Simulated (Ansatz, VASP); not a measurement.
## ZrS: VASP beside Ansatz

The input INCAR:

```
ALGO = Normal
EDIFF = 1E-7
ENCUT = 520
ISIF = 2
ISMEAR = 0
LASPH = True
LCHARG = False
LREAL = False
LWAVE = False
NBANDS = 16
NELM = 80
PREC = Accurate
SIGMA = 0.15
```

Contents of KPOINTS:

```
k-points
0
Gamma
  16 16 16
```

The input POSCAR:

```
ZrS
1.0
    0.0000000000      2.6906250000      2.6250000000
    2.6250000000      0.0000000000      2.6250000000
    2.6250000000      2.6906250000      0.0000000000
Zr S
1 1
Direct
    0.0000000000      0.0000000000      0.0000000000
    0.5000000000      0.5000000000      0.5000000000
```

Input for Ansatz:

```yaml
crystal:
  lattice:
    - [0.0, 2.690625, 2.625]
    - [2.625, 0.0, 2.625]
    - [2.625, 2.690625, 0.0]
  atoms:
    - { symbol: Zr, position: [0.0, 0.0, 0.0] }
    - { symbol: S, position: [0.5, 0.5, 0.5] }
basis:
  ecutwfc: 420
kpoints:
  mp_grid: { grid: [16, 16, 16] }
hamiltonian:
  xc: lda
scf:
  occupations: { method: gaussian, width: 0.15 }
output:
  forces: true
  stress: true
  eigenvalues: true
```

Change from the starting cell: strain +0.0250 x Voigt [0, 1, 0, 0, 0, 0], atoms carried along.

Alike in both runs: task single point; functional LDA; k mesh 16 × 16 × 16; occupations gaussian, width 0.15 eV; no spin polarisation.

|  | VASP | Ansatz |
| --- | --- | --- |
| version | VASP 6.6.1 | Ansatz 0.2.0 |
| potentials or method | VASP PAW LDA potentials, release 64 (Zr_sv, S), cutoff 520 eV | scalar-relativistic, plane waves, PAW |
| valence electrons in the cell | 18 | 18 |

```tsv
	VASP	Ansatz	Ansatz less VASP
gap on the k mesh at the Fermi level (eV)	none	none	-
pressure (GPa)	-11.3	-11.5	-0.20
traceless stress, the component that is largest in VASP (GPa)	-3.00	-2.96	+0.042
```

LDA's correlation is that of Perdew and Zunger in VASP and of Perdew and Wang (1992) in Ansatz. A gap of «none» marks a metal or a gap that the smearing closes.
